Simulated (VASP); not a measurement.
Set up this calculation in VASP 6.6.1, as the native input.

| Property | Result |
| --- | --- |
| Task | single point |
| Functional | PBEsol |
| Potentials or basis | VASP PAW PBE potentials, release 64 (P, Ir) |
| Cutoff | 520 eV |
| k mesh | 9 × 9 × 9 |
| Occupations | gaussian, width 0.1 eV |
| Spin | no spin polarisation |
| Dipole correction | no |
| Further INCAR settings | ALGO = Normal; EDIFF = 1e-06; NBANDS = 18 |

The structure of PIr2 lies in POSCAR:

```
PIr2
1.0
    0.0000000000      2.7110045559      2.7110045559
    2.7110045559      0.0000000000      2.7110045559
    2.7110045559      2.7110045559      0.0000000000
P Ir
1 2
Direct
    0.0000000000      0.0000000000      0.0000000000
    0.2500000000      0.2500000000      0.2500000000
    0.7500000000      0.7500000000      0.7500000000
```

One way to write it, as run:

INCAR

```
SYSTEM = PIr2
PREC = Accurate
ENCUT = 520
EDIFF = 1E-6
ISMEAR = 0
SIGMA = 0.1
LREAL = .False.
LASPH = .True.
NELM = 60
ALGO = Normal
ISIF = 2
LWAVE = .False.
LCHARG = .False.
GGA = PS
NBANDS = 18
```

KPOINTS

```
regular mesh
0
Gamma
  9 9 9
  0 0 0
```

Potentials or basis: VASP PAW PBE potentials, release 64 (P, Ir).

Launch:

```sh
$ cat potpaw_PBE.64/P/POTCAR potpaw_PBE.64/Ir/POTCAR > POTCAR
$ mpirun -np 1 vasp_std > vasp.out
```

It gave:

- Pressure: 23.2 GPa

Caveat: the PAW data sets were made with another functional, which shifts forces and pressure a little.

Wall time 44 s on 1 thread of AMD EPYC 7R13 (shared host), peak memory 0.15 GiB.
